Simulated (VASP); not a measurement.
Set up this calculation in VASP 6.6.1, as the native input.

```
Task                   : electric field gradients
Functional             : PBE
Potentials or basis    : VASP PAW PBE potentials, release 64 (F)
Cutoff                 : 520 eV
k mesh                 : 19 × 19 × 10
Occupations            : fermi-dirac, width 0.08 eV
Spin                   : no spin polarisation
Dipole correction      : no
Further INCAR settings : ALGO = Normal; EDIFF = 1e-08; NBANDS = 14
```

The structure of F lies in POSCAR:

```
F
1.0
    2.9034933393      0.0000000000      0.0000000000
   -1.4517466697      2.5144989916      0.0000000000
    0.0000000000      0.0000000000      2.9206669336
F
2
Direct
    0.3333333333      0.6666666667      0.2500000000
    0.6666666667      0.3333333333      0.7500000000
```

One way to write it, as run:

INCAR

```
SYSTEM = F
ALGO     = Normal         ! electronic algorithm
EDIFF    = 1E-8           ! SCF threshold, eV
ENCUT    = 520            ! plane-wave cutoff, eV
GGA      = PE             ! functional
ISIF     = 2              ! what is computed and relaxed
ISMEAR   = -1             ! smearing method
LASPH    = .TRUE.         ! aspherical terms in the spheres
LCHARG   = .FALSE.        ! write CHGCAR
LEFG     = .TRUE.       
LREAL    = .FALSE.        ! projectors in reciprocal space
LWAVE    = .FALSE.        ! write WAVECAR
NBANDS   = 14             ! bands
NELM     = 60             ! most SCF steps
PREC     = Accurate       ! precision mode
SIGMA    = 0.08           ! smearing width, eV
```

KPOINTS

```
k-points
0
G
  19 19 10
  0 0 0
```

Potentials or basis: VASP PAW PBE potentials, release 64 (F).

Command:

```sh
$ cat potpaw_PBE.64/F/POTCAR > POTCAR
$ mpirun -np 1 vasp_std > vasp.out
```

Results of the run:

```
Pressure                                : -0.7 GPa
Band gap on the k mesh                  : zero (bands 7 and 8 overlap by 1.51 eV)
Largest electric field gradient by atom : F +92.1 V/Å²
```

Caveat: the atoms stand far beyond bonding distance, and open shells without spin polarisation read as a metal; without QUAD_EFG the Cq values of the log hold for a quadrupole moment of 1 mb, not for the nuclei.

It took 44 s on 1 thread of Intel Xeon 8259CL (shared host), peak memory 0.17 GiB.
